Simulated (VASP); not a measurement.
Wanted: the native input for a VASP 6.6.1 run.

```yaml
Task: single point
Functional: r2SCAN
Potentials_or_basis: VASP PAW PBE potentials, release 64 (Pt)
Cutoff: 520 eV
k_mesh: 11 × 11 × 15
Occupations: fermi-dirac, width 0.1 eV
Spin: no spin polarisation
Dipole_correction: no
Further_INCAR_settings: ALGO = Normal; EDIFF = 1e-06; NBANDS = 22
```

The system is Pt.

```xyz
3
Lattice="4.5008 0.0000 0.0000 -2.2504 3.8978 0.0000 0.0000 0.0000 2.6818" Properties=species:S:1:pos:R:3 pbc="T T T"
Pt    4.5008    0.0000    2.6818
Pt    0.0000    2.5985    1.3409
Pt    2.2504    1.2993    1.3409
```

This isn't the form of Pt at room conditions, which is fcc.

These files were run (other wordings do the same):

POSCAR

```
Pt
1.0
    4.5007809242      0.0000000000      0.0000000000
   -2.2503904621      3.8977906172      0.0000000000
    0.0000000000      0.0000000000      2.6817811049
Pt
3
Direct
    1.0000000000      0.0000000000      1.0000000000
    0.3333333333      0.6666666667      0.5000000000
    0.6666666667      0.3333333333      0.5000000000
```

INCAR.step1

```
SYSTEM = Pt
  PREC = Accurate
  ENCUT = 520
  ISMEAR = -1
  SIGMA = 0.1
  LREAL = .FALSE.
  LASPH = .TRUE.
  NELM = 80
  NBANDS = 22
  GGA = PE
  ALGO = Normal
  EDIFF = 1E-4
  LWAVE = .TRUE.
  LCHARG = .FALSE.
```

INCAR.step2

```
SYSTEM = Pt
  PREC = Accurate
  ENCUT = 520
  EDIFF = 1E-6
  ISMEAR = -1
  SIGMA = 0.1
  LREAL = .FALSE.
  LASPH = .TRUE.
  NELM = 80
  ALGO = Normal
  ISIF = 2
  LWAVE = .FALSE.
  LCHARG = .FALSE.
  METAGGA = R2SCAN
  LMIXTAU = .TRUE.
  NBANDS = 22
  ISTART = 1
```

KPOINTS

```
Automatic mesh
0
G
  11 11 15
  0 0 0
```

Potentials or basis: VASP PAW PBE potentials, release 64 (Pt).

Command:

```console
$ cat potpaw_PBE.64/Pt/POTCAR > POTCAR
$ cp INCAR.step1 INCAR
$ mpirun -np 1 vasp_std > vasp.out
$ cp INCAR.step2 INCAR
$ mpirun -np 1 vasp_std > vasp.out
```

Results of the run:

| Item | Value |
| --- | --- |
| Pressure | 0.5 GPa |
| Band gap on the k mesh | zero (bands 15 and 16 overlap by 1.42 eV) |

Caveat: the PAW data sets were made with another functional, which shifts forces and pressure a little; spin-orbit coupling is left out, which moves the levels of the heavy elements.

It took 6.5 min on 1 thread of Intel Xeon 8259CL, with other jobs on the host, peak memory 0.24 GiB.
